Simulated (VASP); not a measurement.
# Pt (P6_3/mmc) in VASP: vibrations by perturbation theory with LDA

Aim: the vibrations by perturbation theory of Pt with LDA.

All numbers are computed with VASP 6.6.1; they aren't measurements. Logs are shortened: lines on timing, memory, paths and dates and some standing lists are left out, and cuts for length are marked.

## Step 1: The cell of the first run

Symmetry: P6_3/mmc, No. 194, hexagonal system. The conventional cell has a = 2.669 Å, b = 2.669 Å, c = 4.532 Å, α = 90.00°, β = 90.00°, γ = 120.00°. Pt (site symmetry -6m2) has 12 Pt at 2.67 to 2.74 Å within 3.5 Å.

This isn't the form of Pt at room conditions, which is fcc.

## Step 2: Vibrations by perturbation theory, LDA

INCAR reads:

```
PREC = Accurate ; ENCUT = 520
EDIFF = 1E-8 ; ISMEAR = -1
SIGMA = 0.15 ; LREAL = False
LASPH = True ; NELM = 100
ALGO = Normal ; ISIF = 2
LWAVE = False ; LCHARG = True
IBRION = 8 ; NSW = 1
```

KPOINTS reads:

```
Automatic mesh
0
Gamma
  18 18 10
```

POSCAR reads:

```
Pt
1.0
    2.6693118967      0.0000000000      0.0000000000
   -1.3346559484      2.3116919132      0.0000000000
    0.0000000000      0.0000000000      4.5315025370
Pt
2
Direct
    0.6666666667      0.3333333333      0.7500000000
    0.3333333333      0.6666666667      0.2500000000
```

Potentials or basis: VASP PAW LDA potentials, release 64 (Pt).

Command:

```bash
$ cat potpaw_LDA.64/Pt/POTCAR > POTCAR
$ mpirun -np 1 vasp_std > vasp.out
```

OUTCAR:

```text
PREC = Accurate
   ENCUT = 520
   EDIFF = 1E-8
   ISMEAR = -1
   LREAL = False
   LASPH = True
   NELM = 100
   ISIF = 2
   IBRION = 8
   NSW = 1

 ion  position               nearest neighbor table
   1  0.667  0.333  0.750-   2 2.74   2 2.74   2 2.74   2 2.74   2 2.74   2 2.74
   2  0.333  0.667  0.250-   1 2.74   1 2.74   1 2.74   1 2.74   1 2.74   1 2.74

  LATTYP: Found a hexagonal cell.
 ALAT       =     2.6693118967
 C/A-ratio  =     1.6976294687

  Lattice vectors:

 A1 = (   2.6693118967,   0.0000000000,   0.0000000000)
 A2 = (  -1.3346559484,   2.3116919132,   0.0000000000)
 A3 = (   0.0000000000,   0.0000000000,   4.5315025370)

Analysis of symmetry for initial positions (statically):
=====================================================================
 Subroutine PRICEL returns:
 Original cell was already a primitive cell.

 Routine SETGRP: Setting up the symmetry group for a
 hexagonal supercell.

 Subroutine GETGRP returns: Found 24 space group operations
 (whereof 12 operations were pure point group operations)
 out of a pool of 24 trial point group operations.

The static configuration has the point symmetry D_3d.
 The point group associated with its full space group is D_6h.

Analysis of symmetry for dynamics (positions and initial velocities):
=====================================================================
 Subroutine PRICEL returns:
 Original cell was already a primitive cell.

 Routine SETGRP: Setting up the symmetry group for a
 hexagonal supercell.

 Subroutine GETGRP returns: Found 24 space group operations
 (whereof 12 operations were pure point group operations)
 out of a pool of 24 trial point group operations.

The dynamic configuration has the point symmetry D_3d.
 The point group associated with its full space group is D_6h.

 Subroutine INISYM returns: Found 24 space group operations
 (whereof 12 operations are pure point group operations),
 and found     1 'primitive' translations

----------------------------------------------------------------------------------------

                                     Primitive cell

  volume of cell :      27.9622

  direct lattice vectors                    reciprocal lattice vectors
     2.669311897  0.000000000  0.000000000     0.374628383  0.216291798  0.000000000
    -1.334655948  2.311691913  0.000000000     0.000000000  0.432583596  0.000000000
     0.000000000  0.000000000  4.531502537     0.000000000  0.000000000  0.220677356

  length of vectors
     2.669311897  2.669311897  4.531502537     0.432583596  0.432583596  0.220677356

  position of ions in fractional coordinates (direct lattice)
     0.666666667  0.333333333  0.750000000
     0.333333333  0.666666667  0.250000000

  ion indices of the primitive-cell ions
   primitive index   ion index
                 1           1
                 2           2

----------------------------------------------------------------------------------------

 KPOINTS: Automatic mesh

Automatic generation of k-mesh.
 Grid dimensions read from file:
 generate k-points for:   18   18   10

 Generating k-lattice:

  Cartesian coordinates                     Fractional coordinates (reciprocal lattice)
     0.020812688  0.012016211  0.000000000     0.055555556  0.000000000  0.000000000
     0.000000000  0.024032422  0.000000000     0.000000000  0.055555556  0.000000000
     0.000000000  0.000000000  0.022067736     0.000000000  0.000000000  0.100000000

  Length of vectors
[... 100 lines left out ...]
  ---------------------------------------------------
  free energy    TOTEN  =       -14.87630030 eV

  energy without entropy =      -14.66377748  energy(sigma->0) =      -14.77003889

 E-fermi :  12.6828     XC(G=0): -14.1275

 val. band max:       12.6825908039   @ k =   0.3889   0.2222   0.4000
 cond. band min:      12.6841305920   @ k =   0.3333   0.0556   0.4000
 fundamental gap:      0.0015397881
 Fermi energy:        12.6827631145

 k-point     1 :       0.0000    0.0000    0.0000
  band No.  band energies     occupation
      1       1.5541      2.00000
      2       4.3627      2.00000
      3       8.0136      2.00000
      4       8.4912      2.00000
      5       8.4912      2.00000
      6       8.9894      2.00000
      7       8.9894      2.00000
      8      10.2605      2.00000
      9      10.2605      2.00000
     10      11.5436      1.99899
     11      12.3672      1.78248
     12      12.3672      1.78248
     13      18.4781      0.00000
     14      27.3657      0.00000
[... 377 lines left out ...]
      1       5.3697      2.00000
      2       5.4979      2.00000
      3       5.8689      2.00000
      4       8.4045      2.00000
      5       8.6436      2.00000
      6       8.7326      2.00000
      7       9.1726      2.00000
      8      12.1760      1.93406
      9      12.5325      1.46275
     10      12.7393      0.81367
     11      14.8603      0.00000
     12      18.2677      0.00000
     13      20.2988      0.00000
     14      22.5742      0.00000

 [... further k-points ...]

------------------------ aborting loop because EDIFF is reached ----------------------------------------

  FORCE on cell =-STRESS in cart. coord.  units (eV):
  Direction    XX          YY          ZZ          XY          YZ          ZX
  --------------------------------------------------------------------------------------
  -------------------------------------------------------------------------------------
  Total        4.0459960      4.0459960      3.9770192     -0.0000000      0.0000000      0.0000000
  in kB      231.8272721    231.8272721    227.8750463     -0.0000000      0.0000000      0.0000000
  external PRESSURE =     230.5098635 kB  Pullay stress =       0.0000000 kB

 VOLUME and BASIS-vectors are now :
 -----------------------------------------------------------------------------
  energy-cutoff  :      520.00
  volume of cell :       27.96
      direct lattice vectors                 reciprocal lattice vectors
     2.669311897  0.000000000  0.000000000     0.374628383  0.216291798  0.000000000
    -1.334655948  2.311691913  0.000000000     0.000000000  0.432583596  0.000000000
     0.000000000  0.000000000  4.531502537     0.000000000  0.000000000  0.220677356

 POSITION                                       TOTAL-FORCE (eV/Angst)
 -----------------------------------------------------------------------------------
      1.33466      0.77056      3.39863         0.000000     -0.000000      0.000000
     -0.00000      1.54113      1.13288        -0.000000      0.000000      0.000000
 -----------------------------------------------------------------------------------
    total drift:                               -0.000000      0.000000     -0.000000

  FREE ENERGIE OF THE ION-ELECTRON SYSTEM (eV)
  ---------------------------------------------------
  free  energy   TOTEN  =       -14.8763003033 eV

  energy  without entropy=      -14.6637774847  energy(sigma->0) =      -14.77003889

[... ionic steps 2 to 3 ...]

--------------------------------------- Ionic step        4  -------------------------------------------

------------------------ aborting loop because EDIFF is reached ----------------------------------------

[... ionic steps 5 to 5 ...]

--------------------------------------- Ionic step        6  -------------------------------------------

 Free energy of the ion-electron system (eV)
  ---------------------------------------------------
  ---------------------------------------------------
  free energy    TOTEN  =        -0.28302668 eV

  energy without entropy =       -0.28302668

------------------------ aborting loop because EDIFF is reached ----------------------------------------

 INTERNAL STRAIN TENSOR  FOR ION    1  DIRECTION 3   (eV/Angst):
 -----------------------------------------------------------------------------
     0.04620 -0.00000 -0.00000
    -0.00000  0.04620  0.00000
     0.00000  0.00000 -0.08455

 INTERNAL STRAIN TENSOR FOR ION    2 for displacements in x,y,z  (eV/Angst):
          X           Y           Z          XY          YZ          ZX
  --------------------------------------------------------------------------------
  x     0.00000    -0.00000    -0.00000    -1.50952     0.00000     0.00000
  y    -1.50952     1.50952     0.00000    -0.00000     0.00000     0.00000
  z     0.00000    -0.00000     0.00000     0.00000     0.00000     0.00000

 SECOND DERIVATIVES (NOT SYMMETRIZED)
 ------------------------------------
               1X          1Y          1Z          2X          2Y          2Z
  1X    -0.936750    0.000000    0.000000    0.936750   -0.000000    0.000000
  1Y     0.000000   -0.936750    0.000000   -0.000000    0.936750    0.000000
  1Z     0.000000    0.000000  -17.556914   -0.000000   -0.000000   17.556914
  2X     0.936750   -0.000000    0.000000   -0.936750    0.000000    0.000000
  2Y    -0.000000    0.936750    0.000000    0.000000   -0.936750    0.000000
  2Z    -0.000000   -0.000000   17.556914    0.000000    0.000000  -17.556914

 Eigenvectors and eigenvalues of the dynamical matrix
 ----------------------------------------------------

   1 f  =    6.632594 THz    41.673820 2PiTHz  221.239538 cm-1    27.430194 meV
             X         Y         Z           dx          dy          dz
      1.334656  0.770564  3.398627     0.000000    0.000000   -0.707107
     -0.000000  1.541128  1.132876    -0.000000    0.000000    0.707107
[... 11 lines left out ...]
   4 f  =    0.000000 THz     0.000000 2PiTHz    0.000000 cm-1     0.000000 meV
             X         Y         Z           dx          dy          dz
      1.334656  0.770564  3.398627    -0.000000   -0.000000    0.707107
     -0.000000  1.541128  1.132876     0.000000    0.000000    0.707107

   5 f/i=    0.000000 THz     0.000000 2PiTHz    0.000000 cm-1     0.000000 meV
             X         Y         Z           dx          dy          dz
      1.334656  0.770564  3.398627    -0.330362    0.625189    0.000000
     -0.000000  1.541128  1.132876    -0.330362    0.625189    0.000000

   6 f/i=    0.000000 THz     0.000000 2PiTHz    0.000001 cm-1     0.000000 meV
             X         Y         Z           dx          dy          dz
      1.334656  0.770564  3.398627     0.625189    0.330362   -0.000000
     -0.000000  1.541128  1.132876     0.625189    0.330362    0.000000

--------------------------------------------------------------------------------------------------------

 ELASTIC MODULI CONTR FROM IONIC RELAXATION (kBar)
 Direction    XX          YY          ZZ          XY          YZ          ZX
 --------------------------------------------------------------------------------
 XX        -139.3773    139.3773      0.0000      0.0000      0.0000     -0.0000
 YY         139.3773   -139.3773     -0.0000      0.0000      0.0000      0.0000
 ZZ           0.0000     -0.0000     -0.0000     -0.0000      0.0000     -0.0000
 XY           0.0000      0.0000     -0.0000   -139.3773      0.0000     -0.0000
 YZ           0.0000      0.0000      0.0000      0.0000      0.0000      0.0000
 ZX          -0.0000      0.0000     -0.0000     -0.0000      0.0000     -0.0000
 --------------------------------------------------------------------------------
```

Run time: 10 min. Hardware: 1 thread of Intel Xeon Platinum 8259CL at 2.50GHz (Skylake/Cascade Lake), shared host; peak memory 0.78 GiB.

What came out:

| Item | Value |
| --- | --- |
| Highest phonon frequency at Γ | 221 cm⁻¹ |

Phonon frequencies in cm⁻¹ (negative: imaginary):
```tsv
q point	frequencies
(0.000, 0.000, 0.000)	0 0 0 51 51 221
```

Caveat: the cell stands under pressure or tension, which shifts response properties; spin-orbit coupling is left out, which moves the levels of the heavy elements.
